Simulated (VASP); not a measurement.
# ScAl2 (R-3m) in VASP: single point with r2SCAN

Aim: the single point of ScAl2 with r2SCAN.

All numbers are computed with VASP 6.6.1; they aren't measurements. Logs are shortened: lines on timing, memory, paths and dates and some standing lists are left out, and cuts for length are marked.

## (1) The cell of the first run

Symmetry: R-3m, No. 166, trigonal system. The conventional cell has a = 5.129 Å, b = 5.129 Å, c = 13.400 Å, α = 90.00°, β = 90.00°, γ = 120.00°. Within 4.0 Å of Sc (site symmetry 3m) lie 12 Al at 3.02 to 3.17 Å and 4 Sc at 3.17 to 3.33 Å. Within 3.4 Å of Al (site symmetry 2/m) lie 6 Al at 2.56 to 2.68 Å and 6 Sc at 3.06 to 3.17 Å. Al (site symmetry -3m) has 6 Al at 2.68 Å and 6 Sc at 3.02 Å within 3.5 Å.

## (2) Single point, r2SCAN (biaxial strain in the a-b plane: -4.0 %)

Input file POSCAR:

```
ScAl2
1.0
    0.0000000000      3.6265465775      3.6265465775
    3.6265465775      0.0000000000      3.6265465775
    3.7877264254      3.7877264254     -0.1611798479
Sc Al
2 4
Direct
    0.5007190807      0.5007190807      0.4978427578
    0.7492809193      0.7492809193      0.7521572422
    0.1250000000      0.1250000000      0.1250000000
    0.6250000000      0.1250000000      0.1250000000
    0.1250000000      0.6250000000      0.1250000000
    0.1250000000      0.1250000000      0.6250000000
```

Input file INCAR.step1:

```
ALGO = Normal ; EDIFF = 1E-4
ENCUT = 520 ; GGA = PE
ISMEAR = 0 ; LASPH = True
LCHARG = False ; LREAL = False
LWAVE = True ; NBANDS = 26
NELM = 100 ; PREC = Accurate
SIGMA = 0.1
```

Input file INCAR.step2:

```
ALGO = Normal ; EDIFF = 1E-6
ENCUT = 520 ; ISIF = 2
ISMEAR = 0 ; ISTART = 1
LASPH = True ; LCHARG = False
LMIXTAU = True ; LREAL = False
LWAVE = False ; METAGGA = R2SCAN
NBANDS = 26 ; NELM = 100
PREC = Accurate ; SIGMA = 0.1
```

Input file KPOINTS:

```
k-points
0
Gamma
  8 8 8
```

Potentials or basis: VASP PAW PBE potentials, release 64 (Sc_sv, Al).

Run with:

```sh
cat potpaw_PBE.64/Sc_sv/POTCAR potpaw_PBE.64/Al/POTCAR > POTCAR
cp INCAR.step1 INCAR
mpirun -np 1 vasp_std > vasp.out
cp INCAR.step2 INCAR
mpirun -np 1 vasp_std > vasp.out
```

OUTCAR:

```text
EDIFF = 1E-6
   ENCUT = 520
   ISIF = 2
   ISMEAR = 0
   ISTART = 1
   LASPH = True
   LREAL = False
   METAGGA = R2SCAN
   NELM = 100
   PREC = Accurate

 ion  position               nearest neighbor table
   1  0.501  0.501  0.498-   6 3.02   6 3.02   6 3.02   5 3.06   4 3.06   3 3.06   3 3.06   5 3.06
                             4 3.06   3 3.17   5 3.17   4 3.17   2 3.17   2 3.17   2 3.17   2 3.33
   2  0.749  0.749  0.752-   6 3.02   6 3.02   6 3.02   5 3.06   4 3.06   3 3.06   3 3.06   5 3.06
                             4 3.06   3 3.17   4 3.17   5 3.17   1 3.17   1 3.17   1 3.17   1 3.33
   3  0.125  0.125  0.125-   4 2.56   5 2.56   5 2.56   4 2.56   6 2.68   6 2.68   1 3.06   2 3.06
                             1 3.06   2 3.06   1 3.17   2 3.17
   4  0.625  0.125  0.125-   3 2.56   5 2.56   3 2.56   5 2.56   6 2.68   6 2.68   1 3.06   2 3.06
                             2 3.06   1 3.06   2 3.17   1 3.17
   5  0.125  0.625  0.125-   3 2.56   3 2.56   4 2.56   4 2.56   6 2.68   6 2.68   1 3.06   2 3.06
                             1 3.06   2 3.06   2 3.17   1 3.17
   6  0.125  0.125  0.625-   3 2.68   3 2.68   4 2.68   5 2.68   5 2.68   4 2.68   1 3.02   2 3.02
                             1 3.02   2 3.02   1 3.02   2 3.02

  LATTYP: Found a trigonal (rhomboedric) cell.
 ALAT       =     5.3590784554
 COS(alpha) =     0.5420624152

  Lattice vectors:

 A1 = (   3.7877264254,   0.1611798479,  -3.7877264254)
 A2 = (   0.1611798479,   3.7877264254,  -3.7877264254)
 A3 = (   3.7877264254,   3.7877264254,  -0.1611798479)

Analysis of symmetry for initial positions (statically):
=====================================================================
 Subroutine PRICEL returns:
 Original cell was already a primitive cell.

 Routine SETGRP: Setting up the symmetry group for a
 trigonal (rhombohedral) supercell.

 Subroutine GETGRP returns: Found 12 space group operations
 (whereof  6 operations were pure point group operations)
 out of a pool of 12 trial point group operations.

The static configuration has the point symmetry C_3v.
 The point group associated with its full space group is D_3d.

Analysis of symmetry for dynamics (positions and initial velocities):
=====================================================================
 Subroutine PRICEL returns:
 Original cell was already a primitive cell.

 Routine SETGRP: Setting up the symmetry group for a
 trigonal (rhombohedral) supercell.

 Subroutine GETGRP returns: Found 12 space group operations
 (whereof  6 operations were pure point group operations)
 out of a pool of 12 trial point group operations.

[... 108 lines left out ...]
   NELM   =    100;   NELMIN=  2; NELMDL=  0     # of ELM steps
   EDIFF  = 0.1E-05   stopping-criterion for ELM
   LREAL  =      F    real-space projection
[... 7 lines left out ...]
   TEBEG  =    0.0;   TEEND  =   0.0 temperature during run
   PSTRESS=    0.0 pullay stress
   NELECT =      34.0000    total number of electrons
   NUPDOWN=      -1.0000    fix difference up-down
   EMIN   =  10.00;   EMAX   =-10.00  energy-range for DOS
   EFERMI =   0.00;   METHOD = LEGACY
   ISMEAR =     0;   SIGMA  =   0.10  broadening in eV -4-tet -1-fermi 0-gaus
   EFERMI_NEDOS =   21; number of points for ismear=-14 and -15
   IALGO  =     38    algorithm
   IMIX   =      4    mixing-type and parameters
     AMIX     =   0.40;   BMIX     =  1.00
     AMIX_MAG =   1.60;   BMIX_MAG =  1.00
  volume/ion in A,a.u.               =      16.96       114.44
  Fermi-wavevector in a.u.,A,eV,Ry     =   1.136026  2.146778 17.559070  1.290555
  Thomas-Fermi vector in A             =   2.272731
   LORBIT       =      0    0 simple, 1 ext, 2 COOP (PROOUT), +10 PAW based schemes
   METAGGA = R2SCAN    functional components
   LHFCALC =     F    Hartree Fock is set to
   AEXX    =    0.0000 exact exchange contribution
   IVDW    =     0    specifies the selected vdW correction
   LEPSILON=     F    determine dielectric tensor
   LRPA    =     F    only Hartree local field effects (RPA)
 non-spin polarized calculation
 Gauss-broadening in eV      SIGMA  =   0.10
  energy-cutoff  :      520.00
  volume of cell :      101.75
 maximum number of plane-waves:      2770
 NGX is ok and might be reduce to    40
   NGX = 19   NGY = 19   NGZ = 19

 number of electron      33.9999999 magnetization

 Free energy of the ion-electron system (eV)
  ---------------------------------------------------
  ext. energy  EPLUGINS =         0.00000000
  ---------------------------------------------------
  free energy    TOTEN  =       -52.65209363 eV

  energy without entropy =      -52.63431799  energy(sigma->0) =      -52.64320581

 E-fermi :   7.0443     XC(G=0): -11.2605

 val. band max:        7.0273820424   @ k =  -0.2500  -0.2500   0.2500
 cond. band min:       7.0466560049   @ k =  -0.2500  -0.2500   0.1250
 fundamental gap:      0.0192739624
 Fermi energy:         7.0443488824

 k-point     1 :       0.0000    0.0000    0.0000
  band No.  band energies     occupation
      1     -44.2428      2.00000
      2     -44.1894      2.00000
      3     -21.9932      2.00000
      4     -21.9932      2.00000
      5     -21.9601      2.00000
      6     -21.8557      2.00000
[... 685 lines left out ...]
     25      10.6865      0.00000
     26      10.7039      0.00000

 [... further k-points ...]

------------------------ aborting loop because EDIFF is reached ----------------------------------------

  FORCE on cell =-STRESS in cart. coord.  units (eV):
  Direction    XX          YY          ZZ          XY          YZ          ZX
  --------------------------------------------------------------------------------------
  -------------------------------------------------------------------------------------
  Total        4.2476236      4.2476236      4.2476236     -2.2189171      2.2189171      2.2189171
  in kB       66.8833636     66.8833636     66.8833636    -34.9392162     34.9392162     34.9392162
  external PRESSURE =      66.8833636 kB  Pullay stress =       0.0000000 kB

 VOLUME and BASIS-vectors are now :
 -----------------------------------------------------------------------------
  energy-cutoff  :      520.00
  volume of cell :      101.75
      direct lattice vectors                 reciprocal lattice vectors
     0.000000000  3.626546578  3.626546578    -0.134999875  0.140744550  0.134999875
     3.626546578  0.000000000  3.626546578     0.140744550 -0.134999875  0.134999875
     3.787726425  3.787726425 -0.161179848     0.129255199  0.129255199 -0.129255199

 POSITION                                       TOTAL-FORCE (eV/Angst)
 -----------------------------------------------------------------------------------
      3.70157      3.70157      3.55152        -0.050843     -0.050843      0.050843
      5.56627      5.56627      5.31337         0.050843      0.050843     -0.050843
      0.92678      0.92678      0.88649         0.000000     -0.000000     -0.000000
      0.92678      2.74006      2.69976         0.000000     -0.000000      0.000000
      2.74006      0.92678      2.69976         0.000000     -0.000000     -0.000000
      2.82065      2.82065      0.80590        -0.000000     -0.000000      0.000000
 -----------------------------------------------------------------------------------
    total drift:                                0.000000      0.000000      0.000000

  FREE ENERGIE OF THE ION-ELECTRON SYSTEM (eV)
  ---------------------------------------------------
  free  energy   TOTEN  =       -52.6520936336 eV

  energy  without entropy=      -52.6343179943  energy(sigma->0) =      -52.64320581
```

It took 8.6 min on 1 thread of AMD EPYC 9R45 (Zen 5), shared host; peak memory 0.32 GiB.

Results:

```yaml
Free_energy: -52.6521 eV
Pressure: 6.7 GPa
Largest_force: 0.088 eV/Å
Band_gap_on_the_k_mesh: zero (bands 17 and 18 overlap by 2.52 eV)
```

Forces on the atoms (eV/Å):
```
Sc  -0.051 -0.051  0.051
Sc   0.051  0.051 -0.051
Al   0.000  0.000  0.000
Al   0.000  0.000  0.000
Al   0.000  0.000  0.000
Al   0.000  0.000  0.000
```

Stress tensor (GPa, compression positive):
```
 6.69 -3.49  3.49
-3.49  6.69  3.49
 3.49  3.49  6.69
```

Caveat: the cell differs from its parent crystal (biaxial strain in the a-b plane: -4.0 %); the cell stands under pressure; the PAW data sets were made with another functional, which shifts forces and pressure a little.
